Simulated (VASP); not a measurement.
Runs of VASP 6.6.1 on Ca. The structure is that of space group I4/mmm (No. 139), or close to it. The cells are those of the table. 

| cell | gap on the mesh (eV) | pressure (GPa) |
| --- | --- | --- |
| a = 3.955, b = 3.955, c = 3.794 Å, angles 61.3, 61.3, 57.3°, 1 atom | none | (b) |
| a = 4.038, b = 4.038, c = 4.268 Å, angles 58.1, 58.1, 63.8°, 1 atom | none | -2.5 |
| a = 4.038, b = 4.038, c = 3.794 Å, angles 62.0, 62.0, 56.0°, 1 atom | none | -1.1 |
| a = 3.715, b = 3.715, c = 3.794 Å, angles 59.3, 59.3, 61.4°, 1 atom | none | (a) |
| a = 3.880, b = 3.880, c = 3.635 Å, angles 62.1, 62.1, 55.9°, 1 atom | none | 1.0 |

Alike in all rows: task single point; level PBEsol; potentials or basis VASP PAW PBE potentials, release 64 (Ca_sv); no spin polarisation; k mesh 14 × 14 × 14; cutoff (eV) 520; smearing gaussian 0.15 eV.

Question: Fill in the values left out.

Answer: (a) 1.9; (b) -0.5.

Caveats: the PAW data sets were made with another functional, which shifts forces and pressure a little.

A gap of «none» marks levels without a gap at the run's occupations.
